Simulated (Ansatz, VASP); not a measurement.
## ScAl3: VASP beside Ansatz

INCAR

```
SYSTEM = ScAl3
PREC = Accurate
ENCUT = 600
EDIFF = 1E-7
ISMEAR = 0
SIGMA = 0.1
LREAL = .FALSE.
LASPH = .TRUE.
NELM = 100
ALGO = Normal
ISIF = 3
LWAVE = .FALSE.
LCHARG = .FALSE.
GGA = PE
IBRION = 2
NSW = 90
EDIFFG = -0.04
```

File KPOINTS:

```
regular mesh
0
G
  6 6 2
  0 0 0
```

File POSCAR:

```
ScAl3
1.0
    2.8528815900      0.0000000000      0.0000000000
   -1.4264407900      2.4706679300      0.0000000000
    0.0000000000      0.0000000000      9.2664827000
Sc Al
1 3
Direct
    0.6666666700      0.3333333300      0.0000000000
    0.3333333300      0.6666666700      0.7500000000
    0.3333333300      0.6666666700      0.2500000000
    0.6666666700      0.3333333300      0.5000000000
```

Input for Ansatz:

```yaml
crystal:
  lattice:
    - [2.85288159, 0.0, 0.0]
    - [-1.42644079, 2.47066793, 0.0]
    - [0.0, 0.0, 9.2664827]
  atoms:
    - { symbol: Sc, position: [0.66666667, 0.33333333, 0.0] }
    - { symbol: Al, position: [0.33333333, 0.66666667, 0.75] }
    - { symbol: Al, position: [0.33333333, 0.66666667, 0.25] }
    - { symbol: Al, position: [0.66666667, 0.33333333, 0.5] }
basis:
  ecutwfc: 420
kpoints:
  mp_grid: { grid: [6, 6, 2] }
hamiltonian:
  xc: pbe
scf:
  occupations: { method: gaussian, width: 0.1 }
  lower_state_search: "off"
output:
  forces: true
  stress: true
  eigenvalues: true
relax:
  adjacent_minimum: "off"
  f_tol: 0.04
  max_steps: 70
  cell: { stress_tol: 0.4 }
```

Alike in both runs: task relaxation of cell and atoms; functional PBE; k mesh 6 × 6 × 2; occupations gaussian, width 0.1 eV; no spin polarisation.

```csv
,VASP,Ansatz
version,VASP 6.6.1,Ansatz 0.2.0
potentials or method,"VASP PAW PBE potentials, release 64 (Sc_sv, Al), cutoff 600 eV","scalar-relativistic, plane waves, PAW"
valence electrons in the cell,20,20
```

|  | VASP | Ansatz | Ansatz less VASP |
| --- | --- | --- | --- |
| gap on the k mesh at the Fermi level, each at its own relaxed structure (eV) | none | none | - |
| relaxed volume (Å³/atom) | 18.54 | 18.52 | -0.028 |
| relaxed cell length with the largest relative difference (Å) | 9.418 | 9.435 | +0.0171 |

A gap of «none» marks a metal or a gap that the smearing closes.

The k mesh is coarse, so the values compare programs but aren't converged.
